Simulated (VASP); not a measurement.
HgTe: single point with r2SCAN

HgTe:

```
Hg Te
1.0
    -3.04560    3.04560    1.55941
     3.04560   -3.04560    1.55941
     3.04560    3.04560   -1.55941
Hg Te
1 1
Direct
  0.75000 0.25000 0.50000
  0.00000 0.00000 0.00000
```

| Item | Value |
| --- | --- |
| Program | VASP 6.6.1 |
| Task | single point |
| Functional | r2SCAN |
| Potentials or basis | VASP PAW PBE potentials, release 64 (Hg, Te) |
| Cutoff | 520 eV |
| k mesh | 10 × 10 × 10 |
| Occupations | fermi-dirac, width 0.05 eV |
| Spin | no spin polarisation |

```json
{"Pressure": "-1.0 GPa", "Band gap on the k mesh": "zero (band 9 reaches 5.86 eV, above the bottom of band 10 at 2.36 eV)"}
```

Stress tensor (GPa, compression positive):
```
-2.55  0.00  0.00
 0.00 -2.55  0.00
 0.00  0.00  2.17
```

Levels at points of the mesh, in eV from the Fermi level:
| k point | band 5 | band 6 | band 7 | band 8 | band 9 | band 10 | band 11 | band 12 | band 13 | band 14 |
| --- | --- | --- | --- | --- | --- | --- | --- | --- | --- | --- |
| (0.00, 0.00, 0.00) | -6.61 | -6.61 | -3.43 | -2.58 | -2.58 | 3.70 | 4.96 | 7.33 | 7.33 | 9.58 |
| (0.50, 0.00, 0.00) | -6.82 | -6.55 | -4.79 | -2.08 | -1.21 | -0.01 | 3.42 | 4.14 | 6.24 | 8.59 |
| (0.50, 0.50, 0.00) | -6.58 | -6.56 | -6.38 | -1.02 | 1.55 | 2.32 | 3.06 | 3.70 | 9.28 | 10.99 |
| (0.50, 0.50, 0.50) | -6.58 | -6.49 | -4.49 | -4.47 | -4.47 | 3.35 | 7.74 | 8.58 | 8.58 | 12.29 |

Run time: 4.7 min on 1 thread of Intel Xeon 6975P-C, on a shared host, peak memory 0.28 GiB.

Caveat: the PAW data sets were made with another functional, which shifts forces and pressure a little; spin-orbit coupling is left out, which moves the levels of the heavy elements.
